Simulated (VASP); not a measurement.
# MgO (Ibam) in VASP: settings compared

Aim: see how the results for MgO move with the level of theory and the settings. Levels: PBE, r2SCAN. Tasks: single point.

Program: VASP 6.6.1. These are calculated values, not measurements. Logs are shortened: lines on timing, memory, paths and dates and some standing lists are left out, and cuts for length are marked.

### Step 1. The cell of the first run

The structure is orthorhombic, space group Ibam (No. 72). Conventional cell: a = 6.214 Å, b = 14.511 Å, c = 4.209 Å, α = 90.00°, β = 90.00°, γ = 90.00°. Within 2.7 Å of Mg (site symmetry m) lie 5 O at 2.03 to 2.10 Å. Within 2.7 Å of Mg (site symmetry m) lie 5 O at 2.01 to 2.10 Å. O (site symmetry m) has 5 Mg at 2.03 to 2.10 Å within 2.7 Å. O (site symmetry m) has 5 Mg at 2.01 to 2.10 Å within 2.7 Å.

### Step 2. Single point, PBE

File INCAR:

```
SYSTEM = MgO
PREC = Accurate ; ENCUT = 520
EDIFF = 1E-6 ; ISMEAR = -1
SIGMA = 0.02 ; LREAL = Auto
LASPH = .TRUE. ; NELM = 80
ALGO = Normal ; ISIF = 2
LWAVE = .FALSE. ; LCHARG = .FALSE.
GGA = PE ; NBANDS = 46
```

File KPOINTS:

```
Automatic mesh
0
G
  6 6 6
  0 0 0
```

File POSCAR:

```
MgO
1.0
   -3.1069003637      7.2552590795      2.1043806195
    3.1069003637     -7.2552590795      2.1043806195
    3.1069003637      7.2552590795     -2.1043806195
Mg O
8 8
Direct
    0.9291409132      0.6651155148      0.5942564280
    0.0708590868      0.3348844852      0.4057435720
    0.5708590868      0.1651155148      0.7359746016
    0.4291409132      0.8348844852      0.2640253984
    0.3101886010      0.3362828585      0.6464714595
    0.6898113990      0.6637171415      0.3535285405
    0.1898113990      0.8362828585      0.0260942575
    0.8101886010      0.1637171415      0.9739057425
    0.8100133008      0.8358108343      0.6458241351
    0.1899866992      0.1641891657      0.3541758649
    0.6899866992      0.3358108343      0.0257975335
    0.3100133008      0.6641891657      0.9742024665
    0.4291749280      0.1697012715      0.5988761996
    0.5708250720      0.8302987285      0.4011238004
    0.0708250720      0.6697012715      0.7405263435
    0.9291749280      0.3302987285      0.2594736565
```

Potentials or basis: VASP PAW PBE potentials, release 64 (Mg, O).

Run with:

```console
$ cat potpaw_PBE.64/Mg/POTCAR potpaw_PBE.64/O/POTCAR > POTCAR
$ mpirun -np 1 vasp_std > vasp.out
```

OUTCAR:

```text
SYSTEM = MgO
   PREC = Accurate
   ENCUT = 520
   EDIFF = 1E-6
   ISMEAR = -1
   LREAL = Auto
   LASPH = .TRUE.
   NELM = 80
   ISIF = 2
   GGA = PE

 ion  position               nearest neighbor table
   1  0.929  0.665  0.594-   9 2.03  15 2.06  16 2.08  13 2.10  13 2.10   2 2.91   5 2.92   5 2.92
                             4 2.94   4 2.94   3 2.94   3 2.94   6 3.47   8 3.55   8 3.56
   2  0.071  0.335  0.406-  10 2.03  16 2.06  15 2.08  14 2.10  14 2.10   1 2.91   6 2.92   6 2.92
                             3 2.94   3 2.94   4 2.94   4 2.94   5 3.47   7 3.55   7 3.56
   3  0.571  0.165  0.736-  11 2.03  13 2.06  14 2.08  15 2.10  15 2.10   4 2.91   7 2.92   7 2.92
                             2 2.94   2 2.94   1 2.94   1 2.94   8 3.47   6 3.55   6 3.56
   4  0.429  0.835  0.264-  12 2.03  14 2.06  13 2.08  16 2.10  16 2.10   3 2.91   8 2.92   8 2.92
                             1 2.94   1 2.94   2 2.94   2 2.94   7 3.47   5 3.55   5 3.56
   5  0.310  0.336  0.646-  13 2.01  12 2.04  10 2.05   9 2.10   9 2.10   1 2.92   1 2.92   8 2.93
                             8 2.93   6 2.94   6 2.94   2 3.47   4 3.55   4 3.56   7 3.56   7 3.56
   6  0.690  0.664  0.354-  14 2.01  11 2.04   9 2.05  10 2.10  10 2.10   2 2.92   2 2.92   7 2.93
                             7 2.93   5 2.94   5 2.94   1 3.47   3 3.55   3 3.56   8 3.56   8 3.56
   7  0.190  0.836  0.026-  15 2.01  10 2.04  12 2.05  11 2.10  11 2.10   3 2.92   3 2.92   6 2.93
                             6 2.93   8 2.94   8 2.94   4 3.47   2 3.55   2 3.56   5 3.56   5 3.56
   8  0.810  0.164  0.974-  16 2.01   9 2.04  11 2.05  12 2.10  12 2.10   4 2.92   4 2.92   5 2.93
                             5 2.93   7 2.94   7 2.94   3 3.47   1 3.55   1 3.56   6 3.56   6 3.56
   9  0.810  0.836  0.646-   1 2.03   8 2.04   6 2.05   5 2.10   5 2.10
  10  0.190  0.164  0.354-   2 2.03   7 2.04   5 2.05   6 2.10   6 2.10
  11  0.690  0.336  0.026-   3 2.03   6 2.04   8 2.05   7 2.10   7 2.10
  12  0.310  0.664  0.974-   4 2.03   5 2.04   7 2.05   8 2.10   8 2.10
  13  0.429  0.170  0.599-   5 2.01   3 2.06   4 2.08   1 2.10   1 2.10
  14  0.571  0.830  0.401-   6 2.01   4 2.06   3 2.08   2 2.10   2 2.10
  15  0.071  0.670  0.741-   7 2.01   1 2.06   2 2.08   3 2.10   3 2.10
  16  0.929  0.330  0.259-   8 2.01   2 2.06   1 2.08   4 2.10   4 2.10

  LATTYP: Found a body centered orthorhombic cell.
 ALAT       =     4.2087612390
 B/A-ratio  =     1.4763965867
 C/A-ratio  =     3.4476933556

  Lattice vectors:

 A1 = (   3.1069003637,  -7.2552590795,   2.1043806195)
 A2 = (  -3.1069003637,  -7.2552590795,  -2.1043806195)
 A3 = (   3.1069003637,   7.2552590795,  -2.1043806195)

Analysis of symmetry for initial positions (statically):
=====================================================================
 Subroutine PRICEL returns:
 Original cell was already a primitive cell.

 Routine SETGRP: Setting up the symmetry group for a
 body centered orthorhombic supercell.

 Subroutine GETGRP returns: Found  8 space group operations
 (whereof  4 operations were pure point group operations)
 out of a pool of  8 trial point group operations.

The static configuration has the point symmetry C_2h.
 The point group associated with its full space group is D_2h.

Analysis of symmetry for dynamics (positions and initial velocities):
=====================================================================
 Subroutine PRICEL returns:
 Original cell was already a primitive cell.

 Routine SETGRP: Setting up the symmetry group for a
 body centered orthorhombic supercell.

 Subroutine GETGRP returns: Found  8 space group operations
 (whereof  4 operations were pure point group operations)
 out of a pool of  8 trial point group operations.

The dynamic configuration has the point symmetry C_2h.
 The point group associated with its full space group is D_2h.

 Subroutine INISYM returns: Found  8 space group operations
 (whereof  4 operations are pure point group operations),
 and found     1 'primitive' translations

----------------------------------------------------------------------------------------

                                     Primitive cell

  volume of cell :     189.7425

  direct lattice vectors                    reciprocal lattice vectors
    -3.106900364  7.255259080  2.104380620     0.000000000  0.068915527  0.237599603
     3.106900364 -7.255259080  2.104380620     0.160932100  0.000000000  0.237599603
     3.106900364  7.255259080 -2.104380620     0.160932100  0.068915527  0.000000000

  length of vectors
     8.168233100  8.168233100  8.168233100     0.247392242  0.286971623  0.175067103

[... 46 lines left out ...]

  Cartesian coordinates                     Fractional coordinates (reciprocal lattice)
     0.000000000  0.011485921  0.039599934     0.166666667  0.000000000  0.000000000
     0.026822017  0.000000000  0.039599934    -0.000000000  0.166666667  0.000000000
     0.026822017  0.011485921  0.000000000    -0.000000000  0.000000000  0.166666667

  Length of vectors
     0.041232040  0.047828604  0.029177851

  Shift w.r.t. Gamma in fractional coordinates (k-lattice)
     0.000000000  0.000000000  0.000000000

 Subroutine IBZKPT returns following result:
 ===========================================

 Found     46 irreducible k-points:

 Following reciprocal coordinates:
            Coordinates               Weight
  0.000000  0.000000  0.000000      1.000000
  0.166667 -0.000000  0.000000      4.000000
  0.333333 -0.000000  0.000000      4.000000
  0.500000  0.000000  0.000000      2.000000
  0.000000  0.166667  0.000000      4.000000
  0.166667  0.166667  0.000000      8.000000
[... 16 lines left out ...]
 -0.166667  0.166667  0.166667      2.000000
  0.166667  0.333333  0.166667      4.000000
 [... further k-points ...]
   k-points           NKPTS =     46   k-points in BZ     NKDIM =     46   number of bands    NBANDS=     46
   number of dos      NEDOS =    301   number of ions     NIONS =     16
   total plane-waves  NPLWV = 262144
   dimension x,y,z NGX =    64 NGY =   64 NGZ =   64
   dimension x,y,z NGXF=   128 NGYF=  128 NGZF=  128
   ions per type =               8   8
   NGX,Y,Z   is equivalent  to a cutoff of  13.03, 13.03, 13.03 a.u.
   NGXF,Y,Z  is equivalent  to a cutoff of  26.05, 26.05, 26.05 a.u.
 SYSTEM =  MgO
   PREC   = accura    normal or accurate (medium, high low for compatibility)
   ISTART =      0    job   : 0-new  1-cont  2-samecut
   ICHARG =      2    charge: 1-file 2-atom 10-const
   ISPIN  =      1    spin polarized calculation?
   LNONCOLLINEAR =      F non collinear calculations
   LSORBIT =      F    spin-orbit coupling
   LASPH  =      T    aspherical Exc in radial PAW
   ENCUT  =  520.0 eV  38.22 Ry    6.18 a.u.  15.19 15.19 15.19*2*pi/ulx,y,z
   NELM   =     80;   NELMIN=  2; NELMDL= -5     # of ELM steps
   EDIFF  = 0.1E-05   stopping-criterion for ELM
   LREAL  =      T    real-space projection
   EDIFFG = 0.1E-04   stopping-criterion for IOM
   NSW    =      0    number of steps for IOM
   IBRION =     -1    ionic relax: 0-MD 1-quasi-New 2-CG
   NFREE  =      0    steps in history (QN), initial steepest desc. (CG)
   ISIF   =      2    stress and relaxation
   ISYM   =      2    0-nonsym 1-usesym 2-fastsym
   POTIM  = 0.5000    time-step for ionic-motion
   TEBEG  =    0.0;   TEEND  =   0.0 temperature during run
   PSTRESS=    0.0 pullay stress
   NELECT =      64.0000    total number of electrons
   NUPDOWN=      -1.0000    fix difference up-down
   EMIN   =  10.00;   EMAX   =-10.00  energy-range for DOS
   EFERMI =   0.00;   METHOD = LEGACY
   ISMEAR =    -1;   SIGMA  =   0.02  broadening in eV -4-tet -1-fermi 0-gaus
   EFERMI_NEDOS =   21; number of points for ismear=-14 and -15
   IALGO  =     38    algorithm
   IMIX   =      4    mixing-type and parameters
     AMIX     =   0.40;   BMIX     =  1.00
     AMIX_MAG =   1.60;   BMIX_MAG =  1.00
  volume/ion in A,a.u.               =      11.86        80.03
  Fermi-wavevector in a.u.,A,eV,Ry     =   1.139585  2.153503 17.669253  1.298653
  Thomas-Fermi vector in A             =   2.276288
   LORBIT       =      0    0 simple, 1 ext, 2 COOP (PROOUT), +10 PAW based schemes
   GGA     = PE    functional components
   LHFCALC =     F    Hartree Fock is set to
   AEXX    =    0.0000 exact exchange contribution
   IVDW    =     0    specifies the selected vdW correction
   LEPSILON=     F    determine dielectric tensor
   LRPA    =     F    only Hartree local field effects (RPA)
 non-spin polarized calculation
  energy-cutoff  :      520.00
  volume of cell :      189.74
 maximum number of plane-waves:      5133
 NGX is ok and might be reduce to    64
   NGX = 31   NGY = 31   NGZ = 31

 number of electron      63.9999998 magnetization

 Free energy of the ion-electron system (eV)
  ---------------------------------------------------
  ext. energy  EPLUGINS =         0.00000000
  ---------------------------------------------------
  free energy    TOTEN  =       -94.08709932 eV

  energy without entropy =      -94.08709932  energy(sigma->0) =      -94.08709932

 E-fermi :   1.9083     XC(G=0):  -9.6376

 val. band max:        1.4914801117   @ k =   0.0000   0.0000   0.0000
 cond. band min:       4.5620535855   @ k =   0.0000   0.0000   0.0000
 fundamental gap:      3.0705734737
 Fermi energy:         1.9083206057

 k-point     1 :       0.0000    0.0000    0.0000
  band No.  band energies     occupation
      1     -15.2666      2.00000
      2     -14.6419      2.00000
      3     -14.6091      2.00000
      4     -14.5196      2.00000
      5     -14.3876      2.00000
      6     -14.1089      2.00000
[... 1117 lines left out ...]
     43      12.9824      0.00000
     44      12.9824      0.00000

 [... further k-points ...]

 [bands above 44 left out]

------------------------ aborting loop because EDIFF is reached ----------------------------------------

  FORCE on cell =-STRESS in cart. coord.  units (eV):
  Direction    XX          YY          ZZ          XY          YZ          ZX
  --------------------------------------------------------------------------------------
  -------------------------------------------------------------------------------------
  Total       -0.4093549     -0.5026639     -0.6352366      0.0000000      0.0000000      0.0000000
  in kB       -3.4565755     -4.2444725     -5.3639106      0.0000000      0.0000000      0.0000000
  external PRESSURE =      -4.3549862 kB  Pullay stress =       0.0000000 kB

 VOLUME and BASIS-vectors are now :
 -----------------------------------------------------------------------------
  energy-cutoff  :      520.00
  volume of cell :      189.74
      direct lattice vectors                 reciprocal lattice vectors
    -3.106900364  7.255259080  2.104380620     0.000000000  0.068915527  0.237599603
     3.106900364 -7.255259080  2.104380620     0.160932100  0.000000000  0.237599603
     3.106900364  7.255259080 -2.104380620     0.160932100  0.068915527  0.000000000

 POSITION                                       TOTAL-FORCE (eV/Angst)
 -----------------------------------------------------------------------------------
      1.02599      6.22706      2.10438        -0.009724      0.003635     -0.000000
      2.08091      1.02820      0.00000         0.009724     -0.003635      0.000000
      1.02599      8.28346      0.00000        -0.009724     -0.003635      0.000000
      2.08091     -1.02820      2.10438         0.009724      0.003635     -0.000000
      2.08959      4.50100      0.00000        -0.001830      0.000125     -0.000000
      1.01731      2.75426      2.10438         0.001830     -0.000125      0.000000
[... 8 lines left out ...]
      4.16139      1.02771      0.00000         0.001219     -0.000445      0.000000
     -1.05449      6.22755      2.10438        -0.001219      0.000445     -0.000000
 -----------------------------------------------------------------------------------
    total drift:                                0.000000      0.000000     -0.000000

  FREE ENERGIE OF THE ION-ELECTRON SYSTEM (eV)
  ---------------------------------------------------
  free  energy   TOTEN  =       -94.0870993213 eV

  energy  without entropy=      -94.0870993213  energy(sigma->0) =      -94.08709932
```

It took 17 min on 1 thread of Intel Xeon 6975P-C (Granite Rapids), shared host; peak memory 0.66 GiB.

What came out:

```yaml
Free_energy: -94.0871 eV
Pressure: -0.4 GPa
Largest_force: 0.010 eV/Å
Band_gap_on_the_k_mesh: 3.07 eV
```

Forces in eV/Å, atoms in the order of the input:
```
Mg  -0.010  0.004  0.000
Mg   0.010 -0.004  0.000
Mg  -0.010 -0.004  0.000
Mg   0.010  0.004  0.000
Mg  -0.002  0.000  0.000
Mg   0.002  0.000  0.000
Mg  -0.002  0.000  0.000
Mg   0.002  0.000  0.000
O    0.001  0.000  0.000
O   -0.001  0.000  0.000
O    0.001  0.000  0.000
O   -0.001  0.000  0.000
O    0.001  0.000  0.000
O   -0.001  0.000  0.000
O    0.001  0.000  0.000
O   -0.001  0.000  0.000
```

Stress tensor (GPa, compression positive):
```
-0.35  0.00  0.00
 0.00 -0.42  0.00
 0.00  0.00 -0.54
```

### Step 3. Single point, r2SCAN

This run uses another cell than the first one, of 11.46 Å³/atom.

File POSCAR:

```
MgO
1.0
   -3.0616139218      7.2015716342      2.0796578368
    3.0616139218     -7.2015716342      2.0796578368
    3.0616139218      7.2015716342     -2.0796578368
Mg O
8 8
Direct
    0.9293348292      0.6661833862      0.5955182154
    0.0706651708      0.3338166138      0.4044817846
    0.5706651708      0.1661833862      0.7368485570
    0.4293348292      0.8338166138      0.2631514430
    0.3101516315      0.3358036100      0.6459552415
    0.6898483685      0.6641963900      0.3540447585
    0.1898483685      0.8358036100      0.0256519785
    0.8101516315      0.1641963900      0.9743480215
    0.8099189792      0.8352181589      0.6451371381
    0.1900810208      0.1647818411      0.3548628619
    0.6900810208      0.3352181589      0.0252991796
    0.3099189792      0.6647818411      0.9747008204
    0.4293375933      0.1702250556      0.5995626489
    0.5706624067      0.8297749444      0.4004373511
    0.0706624067      0.6702250556      0.7408874623
    0.9293375933      0.3297749444      0.2591125377
```

File INCAR.step1:

```
SYSTEM = MgO
PREC = Accurate
ENCUT = 520
ISMEAR = -1
SIGMA = 0.02
LREAL = Auto
LASPH = .True.
NELM = 60
NBANDS = 46
GGA = PE
ALGO = Normal
EDIFF = 1E-4
LWAVE = .True.
LCHARG = .False.
```

File INCAR.step2:

```
SYSTEM = MgO
PREC = Accurate
ENCUT = 520
EDIFF = 1E-6
ISMEAR = -1
SIGMA = 0.02
LREAL = Auto
LASPH = .True.
NELM = 60
ALGO = Normal
ISIF = 2
LWAVE = .False.
LCHARG = .False.
METAGGA = R2SCAN
LMIXTAU = .True.
NBANDS = 46
ISTART = 1
```

File KPOINTS:

```
Automatic mesh
0
Gamma
  6 6 6
  0 0 0
```

Potentials or basis: VASP PAW PBE potentials, release 64 (Mg, O).

Run with:

```console
$ cat potpaw_PBE.64/Mg/POTCAR potpaw_PBE.64/O/POTCAR > POTCAR
$ cp INCAR.step1 INCAR
$ mpirun -np 1 vasp_std > vasp.out
$ cp INCAR.step2 INCAR
$ mpirun -np 1 vasp_std > vasp.out
```

Wall time 30 min (1 thread of Intel Xeon 6975P-C (Granite Rapids), shared host); peak memory 0.67 GiB.

It converged, with:

```
Free energy            : -127.5871 eV
Pressure               : -0.8 GPa
Largest force          : 0.019 eV/Å
Band gap on the k mesh : 3.74 eV
```

Forces in eV/Å, atoms in the order of the input:
```
Mg  -0.015  0.012  0.000
Mg   0.015 -0.012  0.000
Mg  -0.015 -0.012  0.000
Mg   0.015  0.012  0.000
Mg   0.000 -0.001  0.000
Mg   0.000  0.001  0.000
Mg   0.000  0.001  0.000
Mg   0.000 -0.001  0.000
O   -0.001  0.001  0.000
O    0.001 -0.001  0.000
O   -0.001 -0.001  0.000
O    0.001  0.001  0.000
O   -0.004  0.002  0.000
O    0.004 -0.002  0.000
O   -0.004 -0.002  0.000
O    0.004  0.002  0.000
```

Stress tensor (GPa, compression positive):
```
-0.65  0.00  0.00
 0.00 -0.75  0.00
 0.00  0.00 -0.95
```

Levels at points of the mesh, in eV from the valence-band top:
| k point | band 29 | band 30 | band 31 | band 32 | band 33 | band 34 | band 35 | band 36 |
| --- | --- | --- | --- | --- | --- | --- | --- | --- |
| (0.00, 0.00, 0.00) | -0.56 | -0.55 | -0.55 | 0.00 | 3.74 | 6.97 | 7.63 | 8.15 |
| (0.50, 0.00, 0.00) | -0.53 | -0.53 | -0.39 | -0.39 | 6.58 | 6.58 | 7.84 | 7.84 |
| (0.00, 0.50, 0.00) | -0.65 | -0.65 | -0.49 | -0.49 | 6.54 | 6.54 | 7.88 | 7.88 |
| (0.50, 0.50, 0.00) | -0.51 | -0.51 | -0.47 | -0.43 | 5.43 | 6.28 | 7.09 | 8.09 |
| (0.50, 0.50, 0.50) | -0.57 | -0.51 | -0.41 | -0.35 | 4.84 | 5.54 | 7.74 | 8.60 |

Caveat: the PAW data sets were made with another functional, which shifts forces and pressure a little. A k mesh can miss the band edges.
